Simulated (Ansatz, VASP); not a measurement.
# Ca2AlO: VASP beside Ansatz

```xyz
4
Lattice="3.5498 0.0000 0.0000 0.0000 3.5498 0.0000 0.0000 0.0000 8.0288" Properties=species:S:1:pos:R:3 pbc="T T T"
Ca    0.0000    1.7749    2.6427
Ca    1.7749    0.0000    5.3861
Al    0.0000    0.0000    0.0000
O     1.7749    1.7749    4.0144
```

Change from the starting cell: species swapped into the ZnSnAs2 type (P-4m2, No. 115).

Alike in both runs: functional PBE; k mesh 14 × 14 × 6; occupations gaussian, width 0.1 eV; no spin polarisation.

Ansatz relaxed the structure, and its values are those at the end. VASP's run is a single point on that final structure, the one shown.

|  | VASP | Ansatz |
| --- | --- | --- |
| version | VASP 6.6.1 | Ansatz 0.2.0 |
| potentials or method | VASP PAW PBE potentials, release 64 (Ca_sv, Al, O), cutoff 520 eV | scalar-relativistic, plane waves, PAW |
| valence electrons in the cell | 29 | 29 |

Ansatz gave:

| Quantity | Value |
| --- | --- |
| gap on the k mesh at the Fermi level (eV) | none |
| pressure (GPa) | 0.0 |
| rms of the force components (eV/Å) | 0.001 |

What did VASP give for the same quantities?

gap on the k mesh at the Fermi level (eV): none; pressure (GPa): 0.2; rms of the force components (eV/Å): 0.023.

A gap of «none» marks a metal or a gap that the smearing closes. With one functional, cell and mesh, what is left measures potentials, basis and numerics.
